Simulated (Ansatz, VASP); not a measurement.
## Si2W: VASP beside Ansatz

INCAR

```
SYSTEM = Si2W
  PREC = Accurate
  ENCUT = 520
  EDIFF = 1E-6
  ISMEAR = -1
  SIGMA = 0.05
  LREAL = .FALSE.
  LASPH = .TRUE.
  NELM = 100
  ALGO = Normal
  ISIF = 2
  LWAVE = .FALSE.
  LCHARG = .FALSE.
  GGA = PE
  NBANDS = 18
```

KPOINTS

```
regular mesh
0
G
  11 11 14
  0 0 0
```

The input POSCAR:

```
Si2W
1.0
   -1.5505400000      1.6293400000      3.9400000000
    1.6293400000     -1.5505400000      3.9400000000
    1.5826600000      1.5826600000     -3.9078800000
Si W
2 1
Direct
    0.3330000000      0.3330000000      0.0000000000
    0.6670000000      0.6670000000      0.0000000000
    0.0000000000      0.0000000000      0.0000000000
```

Input for Ansatz:

```yaml
crystal:
  lattice:
    - [-1.55054, 1.62934, 3.94]
    - [1.62934, -1.55054, 3.94]
    - [1.58266, 1.58266, -3.90788]
  atoms:
    - { symbol: Si, position: [0.333, 0.333, 0.0] }
    - { symbol: Si, position: [0.667, 0.667, 0.0] }
    - { symbol: W, position: [0.0, 0.0, 0.0] }
kpoints:
  mp_grid: { grid: [11, 11, 14] }
  band_path:
    path:
      - [0.0, 0.0, 0.0]
      - [0.5, 0.5, -0.5]
      - [0.9088705409, 0.0911294591, -0.5]
      - [0.0911294591, -0.0911294591, -0.5]
      - [0.0, 0.0, -0.5]
      - [0.0, 0.0, 0.0]
      - [0.5, -0.5, 0.0]
      - [0.5, 0.0, -0.5]
      - [0.0, 0.0, 0.0]
    npoints: 5
scf:
  occupations: { method: fermi_dirac, width: 0.05 }
hamiltonian:
  xc: pbe
  pseudopotentials: { kind: all_electron, lapw: { basis_error: 0.001 } }
output:
  forces: true
  stress: true
  eigenvalues: true
```

Change from the starting cell: equal xy, yz and zx shear strains of +2 %.

Alike in both runs: task single point; functional PBE; k mesh 11 × 11 × 14; occupations fermi-dirac, width 0.05 eV; no spin polarisation.

|  | VASP | Ansatz |
| --- | --- | --- |
| version | VASP 6.6.1 | Ansatz 0.2.0 |
| potentials or method | VASP PAW PBE potentials, release 64 (Si, W_sv), cutoff 520 eV | all-electron LAPW, scalar-relativistic |

|  | VASP | Ansatz | Ansatz less VASP |
| --- | --- | --- | --- |
| pressure (GPa) | 2.0 | 2.0 | -0.08 |
| traceless stress, the component that is largest in VASP (GPa) | -3.92 | -3.91 | +0.004 |
| rms of the force components (eV/Å) | 0.097 | 0.099 | +0.0025 |

Atom by atom the forces differ by 0.003 eV/Å (rms over components). Ansatz ran all-electron here, and VASP with PAW potentials.

Spin-orbit coupling is off throughout.
